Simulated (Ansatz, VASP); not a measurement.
Two plane-wave programs on AlGaN2

The input INCAR:

```
SYSTEM = AlGaN2
ALGO = Normal
EDIFF = 1E-6
EDIFFG = -0.01
ENCUT = 520
GGA = CA
IBRION = 2
ISIF = 2
ISMEAR = 0
LASPH = .TRUE.
LCHARG = .FALSE.
LREAL = .FALSE.
LWAVE = .FALSE.
NELM = 60
NSW = 50
PREC = Accurate
SIGMA = 0.05
```

KPOINTS

```
k-points
0
G
  8 8 6
  0 0 0
```

POSCAR

```
AlGaN2
1.0
    3.0080806836      0.0000000000      0.0000000000
    0.0000000000      3.0080806836      0.0000000000
    0.0000000000      0.0000000000      5.0779410019
Al Ga N
1 1 2
Direct
    0.5000000000      0.5000000000      0.5000000000
    0.0000000000      0.0000000000      0.0000000000
    0.5000000000      0.0000000000      0.7400738390
    0.0000000000      0.5000000000      0.2599261610
```

Input for Ansatz:

```yaml
crystal:
  lattice:
    - [3.0080806836, 0.0, 0.0]
    - [0.0, 3.0080806836, 0.0]
    - [0.0, 0.0, 5.0779410019]
  atoms:
    - { symbol: Al, position: [0.5, 0.5, 0.5] }
    - { symbol: Ga, position: [0.0, 0.0, 0.0] }
    - { symbol: "N", position: [0.5, 0.0, 0.740073839] }
    - { symbol: "N", position: [0.0, 0.5, 0.259926161] }
basis:
  ecutwfc: 520.0
kpoints:
  mp_grid: { grid: [8, 8, 6] }
hamiltonian:
  xc: lda
  pseudopotentials: { kind: paw, azcp: { folder: soft_1 } }
scf:
  occupations: { method: gaussian, width: 0.05 }
output:
  forces: true
  stress: true
  eigenvalues: true
relax:
  adjacent_minimum: "off"
  f_tol: 0.01
  max_steps: 30
```

Alike in both runs: task relaxation of the atoms; functional LDA; k mesh 8 × 8 × 6; occupations gaussian, width 0.05 eV; no spin polarisation.

```csv
,VASP,Ansatz
version,VASP 6.6.1,Ansatz 0.2.0
potentials or method,"VASP PAW LDA potentials, release 64 (Al, Ga_d, N), cutoff 520 eV","scalar-relativistic, plane waves, PAW"
valence electrons in the cell,26,26
```

Ansatz gave:

- gap on the k mesh at the Fermi level, each at its own relaxed structure (eV): 1.88

Q: Estimate VASP's values.

A: gap on the k mesh at the Fermi level, each at its own relaxed structure (eV): 1.89.

Ansatz warns that its potentials were made for another functional, while VASP's fit it. LDA's correlation is that of Perdew and Zunger in VASP and of Perdew and Wang (1992) in Ansatz. Ansatz's warnings: stress scf threshold loose.
